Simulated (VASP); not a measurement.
# CoO (F-43m) in VASP: further runs

The runs below take CoO through single point, with PBE+U.

Everything below comes from runs of VASP 6.6.1. Logs are shortened: lines on timing, memory, paths and dates and some standing lists are left out, and cuts for length are marked.

**1. The cell of the first run**

The structure is cubic, space group F-43m (No. 216). The conventional cell has a = 4.700 Å, b = 4.700 Å, c = 4.700 Å, α = 90.00°, β = 90.00°, γ = 90.00°. Within 2.7 Å of Co (site symmetry -43m) lie 4 O at 2.03 Å. Within 2.7 Å of O (site symmetry -43m) lie 4 Co at 2.03 Å.

**2. Single point, PBE+U, collinear spin, ferromagnetic start**

INCAR reads:

```
SYSTEM = CoO
  PREC = Accurate
  ENCUT = 520
  EDIFF = 1E-6
  ISMEAR = 0
  SIGMA = 0.02
  LREAL = .FALSE.
  LASPH = .TRUE.
  NELM = 150
  ALGO = Normal
  ISIF = 2
  LWAVE = .FALSE.
  LCHARG = .FALSE.
  ISPIN = 2
  MAGMOM = 3 0
  LORBIT = 11
  LMAXMIX = 4
  LDAU = .TRUE.
  LDAUTYPE = 2
  LDAUL = 2 -1
  LDAUU = 3.32 0
  LDAUJ = 0 0
  LDAUPRINT = 1
  GGA = PE
  NBANDS = 18
```

KPOINTS reads:

```
regular mesh
0
G
  14 14 14
  0 0 0
```

POSCAR reads:

```
CoO
1.0
    0.0000000000      2.3497749699      2.3497749699
    2.3497749699      0.0000000000      2.3497749699
    2.3497749699      2.3497749699      0.0000000000
Co O
1 1
Direct
    0.0000000000      0.0000000000      0.0000000000
    0.2500000000      0.2500000000      0.2500000000
```

Potentials or basis: VASP PAW PBE potentials, release 64 (Co, O).

Started as:

```sh
$ cat potpaw_PBE.64/Co/POTCAR potpaw_PBE.64/O/POTCAR > POTCAR
$ mpirun -np 1 vasp_std > vasp.out
```

OUTCAR:

```text
SYSTEM = CoO
   PREC = Accurate
   ENCUT = 520
   EDIFF = 1E-6
   ISMEAR = 0
   LREAL = .FALSE.
   LASPH = .TRUE.
   NELM = 150
   ISIF = 2
   ISPIN = 2
   LORBIT = 11
   GGA = PE

 ion  position               nearest neighbor table
   1  0.000  0.000  0.000-   2 2.03   2 2.03   2 2.03   2 2.03
   2  0.250  0.250  0.250-   1 2.03   1 2.03   1 2.03   1 2.03

  LATTYP: Found a face centered cubic cell.
 ALAT       =     4.6995499398

  Lattice vectors:

 A1 = (   0.0000000000,   2.3497749699,   2.3497749699)
 A2 = (   2.3497749699,   0.0000000000,   2.3497749699)
 A3 = (   2.3497749699,   2.3497749699,   0.0000000000)

Analysis of symmetry for initial positions (statically):
=====================================================================
 Subroutine PRICEL returns:
 Original cell was already a primitive cell.

 Routine SETGRP: Setting up the symmetry group for a
 face centered cubic supercell.

 Subroutine GETGRP returns: Found 24 space group operations
 (whereof 24 operations were pure point group operations)
 out of a pool of 48 trial point group operations.

The static configuration has the point symmetry T_d .

Analysis of symmetry for dynamics (positions and initial velocities):
=====================================================================
 Subroutine PRICEL returns:
 Original cell was already a primitive cell.

 Routine SETGRP: Setting up the symmetry group for a
 face centered cubic supercell.

 Subroutine GETGRP returns: Found 24 space group operations
 (whereof 24 operations were pure point group operations)
 out of a pool of 48 trial point group operations.

The dynamic configuration has the point symmetry T_d .

Analysis of structural, dynamic, and magnetic symmetry:
=====================================================================
 Subroutine PRICEL returns:
 Original cell was already a primitive cell.

 Routine SETGRP: Setting up the symmetry group for a
 face centered cubic supercell.

 Subroutine GETGRP returns: Found 24 space group operations
 (whereof 24 operations were pure point group operations)
 out of a pool of 48 trial point group operations.

The overall configuration has the point symmetry T_d .

 Subroutine INISYM returns: Found 24 space group operations
 (whereof 24 operations are pure point group operations),
 and found     1 'primitive' translations

----------------------------------------------------------------------------------------

                                     Primitive cell

  volume of cell :      25.9483

  direct lattice vectors                    reciprocal lattice vectors
     0.000000000  2.349774970  2.349774970    -0.212786333  0.212786333  0.212786333
     2.349774970  0.000000000  2.349774970     0.212786333 -0.212786333  0.212786333
     2.349774970  2.349774970  0.000000000     0.212786333  0.212786333 -0.212786333

  length of vectors
     3.323083631  3.323083631  3.323083631     0.368556740  0.368556740  0.368556740

  position of ions in fractional coordinates (direct lattice)
     0.000000000  0.000000000  0.000000000
     0.250000000  0.250000000  0.250000000

  ion indices of the primitive-cell ions
   primitive index   ion index
                 1           1
                 2           2

----------------------------------------------------------------------------------------

 KPOINTS: regular mesh

Automatic generation of k-mesh.
 Grid dimensions read from file:
 generate k-points for:   14   14   14

 Generating k-lattice:

  Cartesian coordinates                     Fractional coordinates (reciprocal lattice)
    -0.015199024  0.015199024  0.015199024     0.071428571  0.000000000  0.000000000
     0.015199024 -0.015199024  0.015199024     0.000000000  0.071428571  0.000000000
     0.015199024  0.015199024 -0.015199024     0.000000000  0.000000000  0.071428571

  Length of vectors
     0.026325481  0.026325481  0.026325481

  Shift w.r.t. Gamma in fractional coordinates (k-lattice)
     0.000000000  0.000000000  0.000000000

 Subroutine IBZKPT returns following result:
 ===========================================

 Found    104 irreducible k-points:

 Following reciprocal coordinates:
            Coordinates               Weight
  0.000000  0.000000  0.000000      1.000000
  0.071429  0.000000  0.000000      8.000000
  0.142857  0.000000  0.000000      8.000000
  0.214286  0.000000  0.000000      8.000000
  0.285714  0.000000  0.000000      8.000000
  0.357143  0.000000  0.000000      8.000000
[... 16 lines left out ...]
  0.214286  0.142857  0.000000     24.000000
  0.285714  0.142857  0.000000     24.000000
 [... further k-points ...]
   k-points           NKPTS =    104   k-points in BZ     NKDIM =    104   number of bands    NBANDS=     18
   number of dos      NEDOS =    301   number of ions     NIONS =      2
   total plane-waves  NPLWV =  21952
   dimension x,y,z NGX =    28 NGY =   28 NGZ =   28
   dimension x,y,z NGXF=    56 NGYF=   56 NGZF=   56
   ions per type =               1   1
   NGX,Y,Z   is equivalent  to a cutoff of  14.01, 14.01, 14.01 a.u.
   NGXF,Y,Z  is equivalent  to a cutoff of  28.02, 28.02, 28.02 a.u.
 SYSTEM =  CoO
   PREC   = accura    normal or accurate (medium, high low for compatibility)
   ISTART =      0    job   : 0-new  1-cont  2-samecut
   ICHARG =      2    charge: 1-file 2-atom 10-const
   ISPIN  =      2    spin polarized calculation?
   LNONCOLLINEAR =      F non collinear calculations
   LSORBIT =      F    spin-orbit coupling
   LASPH  =      T    aspherical Exc in radial PAW
   ENCUT  =  520.0 eV  38.22 Ry    6.18 a.u.   6.18  6.18  6.18*2*pi/ulx,y,z
   NELM   =    150;   NELMIN=  2; NELMDL= -5     # of ELM steps
   EDIFF  = 0.1E-05   stopping-criterion for ELM
   LREAL  =      F    real-space projection
   EDIFFG = 0.1E-04   stopping-criterion for IOM
   NSW    =      0    number of steps for IOM
   IBRION =     -1    ionic relax: 0-MD 1-quasi-New 2-CG
   NFREE  =      0    steps in history (QN), initial steepest desc. (CG)
   ISIF   =      2    stress and relaxation
   ISYM   =      2    0-nonsym 1-usesym 2-fastsym
   POTIM  = 0.5000    time-step for ionic-motion
   TEBEG  =    0.0;   TEEND  =   0.0 temperature during run
   PSTRESS=    0.0 pullay stress
   NELECT =      15.0000    total number of electrons
   NUPDOWN=      -1.0000    fix difference up-down
   EMIN   =  10.00;   EMAX   =-10.00  energy-range for DOS
   EFERMI =   0.00;   METHOD = LEGACY
   ISMEAR =     0;   SIGMA  =   0.02  broadening in eV -4-tet -1-fermi 0-gaus
   EFERMI_NEDOS =   21; number of points for ismear=-14 and -15
   IALGO  =     38    algorithm
   IMIX   =      4    mixing-type and parameters
     AMIX     =   0.40;   BMIX     =  1.00
     AMIX_MAG =   1.60;   BMIX_MAG =  1.00
  volume/ion in A,a.u.               =      12.97        87.55
  Fermi-wavevector in a.u.,A,eV,Ry     =   1.363753  2.577119 25.304409  1.859822
  Thomas-Fermi vector in A             =   2.490128
   LORBIT       =     11    0 simple, 1 ext, 2 COOP (PROOUT), +10 PAW based schemes
 LDA+U is selected, type is set to LDAUTYPE =  2
   angular momentum for each species LDAUL =     2   -1
   U (eV)           for each species LDAUU =   3.3  0.0
   J (eV)           for each species LDAUJ =   0.0  0.0
   GGA     = PE    functional components
   LHFCALC =     F    Hartree Fock is set to
   AEXX    =    0.0000 exact exchange contribution
   IVDW    =     0    specifies the selected vdW correction
   LEPSILON=     F    determine dielectric tensor
   LRPA    =     F    only Hartree local field effects (RPA)
 spin polarized calculation
 Gauss-broadening in eV      SIGMA  =   0.02
  energy-cutoff  :      520.00
  volume of cell :       25.95
 maximum number of plane-waves:       725
 NGX is ok and might be reduce to    28
   NGX = 13   NGY = 13   NGZ = 13

atom =   1  type =  1  l = 2

 onsite density matrix

spin component  1

  0.9843 -0.0000  0.0000 -0.0000  0.0000
 -0.0000  0.9843  0.0000 -0.0000  0.0000
  0.0000  0.0000  0.9687  0.0000 -0.0000
 -0.0000 -0.0000  0.0000  0.9843 -0.0000
  0.0000  0.0000 -0.0000 -0.0000  0.9687

spin component  2

  0.1088  0.0000  0.0000  0.0000 -0.0000
  0.0000  0.1088 -0.0000  0.0000 -0.0000
  0.0000 -0.0000  0.9538  0.0000  0.0000
  0.0000  0.0000  0.0000  0.1088  0.0000
 -0.0000 -0.0000  0.0000  0.0000  0.9538

 occupancies and eigenvectors

  o =  0.1088  v =  0.0000  0.0000  0.0000  0.0000  0.0000  0.0000  0.4159  0.0000  0.9094 -0.0000      0.0000  0.0000  0.0000  0.0000  0.0000  0.0000  0.0000  0.0000  0.0000  0.0000
  o =  0.1088  v =  0.0000  0.0000  0.0000  0.0000  0.0000  0.0000 -0.9094 -0.0000  0.4159  0.0000      0.0000  0.0000  0.0000  0.0000  0.0000  0.0000  0.0000  0.0000  0.0000  0.0000
  o =  0.1088  v =  0.0000  0.0000  0.0000  0.0000  0.0000  1.0000  0.0000  0.0000  0.0000  0.0000      0.0000  0.0000  0.0000  0.0000  0.0000  0.0000  0.0000  0.0000  0.0000  0.0000
  o =  0.9538  v =  0.0000  0.0000  0.0000  0.0000  0.0000  0.0000  0.0000 -0.1761  0.0000  0.9844      0.0000  0.0000  0.0000  0.0000  0.0000  0.0000  0.0000  0.0000  0.0000  0.0000
  o =  0.9538  v =  0.0000  0.0000  0.0000  0.0000  0.0000  0.0000 -0.0000  0.9844 -0.0000  0.1761      0.0000  0.0000  0.0000  0.0000  0.0000  0.0000  0.0000  0.0000  0.0000  0.0000
  o =  0.9687  v =  0.0000 -0.0000 -0.9945 -0.0000 -0.1049  0.0000  0.0000  0.0000  0.0000  0.0000      0.0000  0.0000  0.0000  0.0000  0.0000  0.0000  0.0000  0.0000  0.0000  0.0000
  o =  0.9687  v =  0.0000  0.0000 -0.1049  0.0000  0.9945  0.0000  0.0000  0.0000  0.0000  0.0000      0.0000  0.0000  0.0000  0.0000  0.0000  0.0000  0.0000  0.0000  0.0000  0.0000
  o =  0.9843  v =  1.0000  0.0000  0.0000  0.0000  0.0000  0.0000  0.0000  0.0000  0.0000  0.0000      0.0000  0.0000  0.0000  0.0000  0.0000  0.0000  0.0000  0.0000  0.0000  0.0000
  o =  0.9843  v =  0.0000 -0.3055 -0.0000  0.9522 -0.0000  0.0000  0.0000  0.0000  0.0000  0.0000      0.0000  0.0000  0.0000  0.0000  0.0000  0.0000  0.0000  0.0000  0.0000  0.0000
  o =  0.9843  v =  0.0000 -0.9522  0.0000 -0.3055  0.0000  0.0000  0.0000  0.0000  0.0000  0.0000      0.0000  0.0000  0.0000  0.0000  0.0000  0.0000  0.0000  0.0000  0.0000  0.0000

 number of electron      14.9999998 magnetization       3.0002553

 Free energy of the ion-electron system (eV)
  ---------------------------------------------------
  ext. energy  EPLUGINS =         0.00000000
  ---------------------------------------------------
  free energy    TOTEN  =       -12.12522257 eV

  energy without entropy =      -12.12522257  energy(sigma->0) =      -12.12522257

 E-fermi :   4.2222     XC(G=0): -10.4382

 val. band max:        4.0538451865   @ k =   0.0000   0.0000   0.0000
 cond. band min:       4.6548257719   @ k =   0.0000   0.0000   0.0000
 fundamental gap:      0.6009805853
 Fermi energy:         4.2222099882

 spin component 1

 k-point     1 :       0.0000    0.0000    0.0000
  band No.  band energies     occupation
      1     -13.9946      1.00000
      2      -1.7333      1.00000
      3      -1.7333      1.00000
      4      -1.7332      1.00000
      5       1.0141      1.00000
      6       1.0142      1.00000
[... 10 lines left out ...]
     17      23.8935      0.00000
     18      25.2419      0.00000
[... 466 lines left out ...]
      2      -1.8628      1.00000
      3      -1.4292      1.00000
      4      -1.4145      1.00000
      5       0.7166      1.00000
      6       1.0640      1.00000
[... 10 lines left out ...]
     17      27.5123      0.00000
     18      28.3824      0.00000

 [... further k-points ...]

 spin component 2

 k-point     1 :       0.0000    0.0000    0.0000
  band No.  band energies     occupation
      1     -13.6533      1.00000
      2       1.1098      1.00000
      3       1.1100      1.00000
      4       1.1102      1.00000
      5       2.5690      1.00000
      6       2.5702      1.00000
[... 10 lines left out ...]
     17      24.7500      0.00000
     18      25.6524      0.00000
[... 466 lines left out ...]
      2      -0.1517      1.00000
      3       0.9873      1.00000
      4       1.0754      1.00000
      5       2.7494      1.00000
      6       2.7987      1.00000
[... 10 lines left out ...]
     17      28.5859      0.00000
     18      29.6217      0.00000

 [... further k-points ...]

------------------------ aborting loop because EDIFF is reached ----------------------------------------

  FORCE on cell =-STRESS in cart. coord.  units (eV):
  Direction    XX          YY          ZZ          XY          YZ          ZX
  --------------------------------------------------------------------------------------
  -------------------------------------------------------------------------------------
  Total       -0.9908794     -0.9908794     -0.9908794     -0.0000000      0.0000000      0.0000000
  in kB      -61.1818460    -61.1818460    -61.1818460     -0.0000000      0.0000000      0.0000000
  external PRESSURE =     -61.1818460 kB  Pullay stress =       0.0000000 kB

 VOLUME and BASIS-vectors are now :
 -----------------------------------------------------------------------------
  energy-cutoff  :      520.00
  volume of cell :       25.95
      direct lattice vectors                 reciprocal lattice vectors
     0.000000000  2.349774970  2.349774970    -0.212786333  0.212786333  0.212786333
     2.349774970  0.000000000  2.349774970     0.212786333 -0.212786333  0.212786333
     2.349774970  2.349774970  0.000000000     0.212786333  0.212786333 -0.212786333

 POSITION                                       TOTAL-FORCE (eV/Angst)
 -----------------------------------------------------------------------------------
      0.00000      0.00000      0.00000         0.000000      0.000000      0.000000
      1.17489      1.17489      1.17489        -0.000000     -0.000000     -0.000000
 -----------------------------------------------------------------------------------
    total drift:                                0.000000      0.000000      0.000000

  FREE ENERGIE OF THE ION-ELECTRON SYSTEM (eV)
  ---------------------------------------------------
  free  energy   TOTEN  =       -12.1252225677 eV

  energy  without entropy=      -12.1252225677  energy(sigma->0) =      -12.12522257

 total charge

# of ion       s       p       d       tot
------------------------------------------
    1        0.326   0.368   7.102   7.796
    2        1.546   3.433   0.000   4.979
--------------------------------------------------
tot          1.873   3.801   7.102  12.775

 magnetization (x)

# of ion       s       p       d       tot
------------------------------------------
    1        0.021   0.041   2.655   2.717
    2        0.014   0.160   0.000   0.174
--------------------------------------------------
tot          0.035   0.202   2.655   2.891
```

Run time: 3.4 min. Hardware: 1 thread of Intel Xeon 8259CL, shared host; peak memory 0.23 GiB.

What came out:

```
Free energy                                           : -12.1252 eV
Pressure                                              : -6.1 GPa
Band gap on the k mesh                                : 0.60 eV
Net moment                                            : 3.00 μB per cell
Site moments                                          : Co +2.72; O +0.17 μB
Valence electrons inside the program's atomic spheres : Co 7.80; O 4.98
```

Eigenvalues of the final occupation matrices:
| site | spin | trace | eigenvalues |
| --- | --- | --- | --- |
| site 1 d | 1 | 4.89 | 0.97 0.97 0.98 0.98 0.98 |
| site 1 d | 2 | 2.23 | 0.11 0.11 0.11 0.95 0.95 |

Caveat: the cell stands under tension; a cell with one magnetic atom can't hold antiferromagnetic order, which such compounds often take. The state reached can hang on the start; a lower one may exist.

(Part 1 of 2 ends here.)
